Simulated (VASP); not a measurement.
K, 3 atoms in the cell. It takes space group P6/mmm (No. 191, hexagonal). Conventional cell: a = 6.555 Å, b = 6.555 Å, c = 3.895 Å, α = 90.00°, β = 90.00°, γ = 120.00°. K (site symmetry 6/mmm) has 14 K at 3.90 to 4.26 Å within 5.1 Å. Within 5.0 Å of K (site symmetry -6m2) lie 11 K at 3.78 to 4.26 Å. This isn't the form of K at room conditions, which is bcc.

* Program: VASP 6.6.1
* Task: relaxation of shape and atoms at fixed volume
* Functional: PBE
* Potentials or basis: VASP PAW PBE potentials, release 64 (K_sv)
* Cutoff: 600 eV
* k mesh: 5 × 5 × 7
* Occupations: fermi-dirac, width 0.1 eV
* Spin: no spin polarisation
* Dipole correction: no
* Further INCAR settings: ALGO = Normal; EDIFF = 1e-06; IBRION = 2; EDIFFG = -0.005; NSW = 50; ISIF = 4

Potentials or basis: VASP PAW PBE potentials, release 64 (K_sv).

Command:

```console
$ cat potpaw_PBE.64/K_sv/POTCAR > POTCAR
$ mpirun -np 1 vasp_std > vasp.out
```

Hardware: 1 thread of Intel(R) Xeon(R) 6975P-C (Granite Rapids), on a shared host.

**Question.** How long does it take, and how much memory?

**Answer.** Wall time 28 s on 1 thread of Intel(R) Xeon(R) 6975P-C (Granite Rapids), with other jobs on the host, peak memory 0.29 GiB. Counts: scf iterations 12, k points 20, ion steps 1.
